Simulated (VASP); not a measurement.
**PbS: single point with PBE**

Crystal: PbS.

```xyz
2
Lattice="0.0000 2.9650 2.9650 2.9650 0.0000 2.9650 2.9650 2.9650 0.0000" Properties=species:S:1:pos:R:3 pbc="T T T"
Pb    0.0000    0.0000    0.0000
S     2.9650    2.9650    2.9650
```

* Program: VASP 6.6.1
* Task: single point
* Functional: PBE
* Potentials or basis: VASP PAW PBE potentials, release 64 (Pb_d, S)
* Cutoff: 520 eV
* k mesh: 8 × 8 × 8
* Occupations: fermi-dirac, width 0.01 eV
* Spin: no spin polarisation

```json
{
 "Pressure": "2.2 GPa",
 "Band gap on the k mesh": "0.36 eV, direct"
}
```

Levels at points of the mesh, in eV from the valence-band top:
| k point | band 6 | band 7 | band 8 | band 9 | band 10 | band 11 | band 12 | band 13 | band 14 | band 15 |
| --- | --- | --- | --- | --- | --- | --- | --- | --- | --- | --- |
| (0.00, 0.00, 0.00) | -13.61 | -6.04 | -2.18 | -2.18 | -2.18 | 5.21 | 5.21 | 5.21 | 6.73 | 6.73 |
| (0.50, 0.00, 0.00) | -12.36 | -8.85 | -1.79 | -1.79 | 0.00 | 0.36 | 1.96 | 1.96 | 8.66 | 10.12 |
| (0.50, 0.50, 0.00) | -11.93 | -7.20 | -5.21 | -3.45 | -3.45 | 3.86 | 5.58 | 5.69 | 5.69 | 11.17 |

It took 23 s on 1 thread of Intel(R) Xeon(R) Platinum 8259CL CPU @ 2.50GHz (Skylake/Cascade Lake), with other jobs on the host, peak memory 0.18 GiB.

Caveat: spin-orbit coupling is left out, which moves the levels of the heavy elements. A k mesh can miss the band edges.
